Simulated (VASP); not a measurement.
P:

```
P
1.0
     1.66943   -5.53695    0.00000
     1.66943    5.53695    0.00000
     0.00000    0.00000    4.60343
P
4
Direct
  0.90414 0.09586 0.58882
  0.09586 0.90414 0.41118
  0.59586 0.40414 0.08882
  0.40414 0.59586 0.91118
```

Program: VASP 6.6.1. Alike in all runs: task single point; potentials or basis VASP PAW PBE potentials, release 64 (P); no spin polarisation; cell as given; k mesh 8 × 8 × 6; smearing fermi-dirac 0.05 eV.

Question: Order these runs on this cell by their pressure, lowest first.
A. level r2SCAN; cutoff (eV) 520
B. level BLYP; cutoff (eV) 500
C. level SVWN5; cutoff (eV) 500

Answer: C (-4.4 GPa), A (-2.8 GPa), B (3.2 GPa).

Caveats: the PAW data sets were made with another functional, which shifts forces and pressure a little; the cell stands under pressure (at least some runs); the cell stands under tension (at least some runs).
